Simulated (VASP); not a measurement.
Write the native input for VASP 6.6.1 that does the following.

| Item | Value |
| --- | --- |
| Task | single point |
| Functional | PBEsol |
| Potentials or basis | VASP PAW PBE potentials, release 64 (Ni, Ge_d) |
| Cutoff | 520 eV |
| k mesh | 7 × 7 × 7 |
| Occupations | fermi-dirac, width 0.1 eV |
| Spin | collinear spin, ferromagnetic start |
| Starting moments | [0.41, 0.41, 0.41, 0.01] μB |
| Fixed moment | 1.1 μB |
| Dipole correction | no |
| Further INCAR settings | ALGO = Normal; EDIFF = 1e-07; NBANDS = 34 |

The structure of Ni3Ge lies in POSCAR:

```
Ni3Ge
1.0
    3.5303341100      0.0000000000      0.0000000000
    0.0000000000      3.5303341100      0.0000000000
    0.0000000000      0.0000000000      3.5303341100
Ni Ge
3 1
Direct
    0.5000000000      0.0000000000      0.5000000000
    0.0000000000      0.5000000000      0.5000000000
    0.5000000000      0.5000000000      0.0000000000
    0.0000000000      0.0000000000      0.0000000000
```

These files were run (other wordings do the same):

INCAR

```
SYSTEM = Ni3Ge
PREC = Accurate ; ENCUT = 520
EDIFF = 1E-7 ; ISMEAR = -1
SIGMA = 0.1 ; LREAL = .False.
LASPH = .True. ; NELM = 150
ALGO = Normal ; ISIF = 2
LWAVE = .False. ; LCHARG = .True.
ISPIN = 2 ; MAGMOM = 0.41 0.41 0.41 0.01
LORBIT = 11 ; NUPDOWN = 1.1
LMAXMIX = 4 ; GGA = PS
LELF = .True. ; LVHAR = .True.
NBANDS = 34
```

KPOINTS

```
regular mesh
0
Gamma
  7 7 7
  0 0 0
```

Potentials or basis: VASP PAW PBE potentials, release 64 (Ni, Ge_d).

Command:

```bash
$ cat potpaw_PBE.64/Ni/POTCAR potpaw_PBE.64/Ge_d/POTCAR > POTCAR
$ mpirun -np 1 vasp_std > vasp.out
```

It gave:

The pressure is 0.8 GPa. The net moment is 1.10 μB per cell and the site moments are Ni +0.36; Ge +0.01 μB. The valence electrons inside the program's atomic spheres are Ni 9.45; Ge 12.48.

Caveat: the PAW data sets were made with another functional, which shifts forces and pressure a little; the total moment is fixed, so each spin has its own Fermi level.

Wall time 33 s on 1 thread of Intel(R) Xeon(R) Platinum 8559C (Emerald Rapids), with other jobs on the host, peak memory 0.19 GiB.
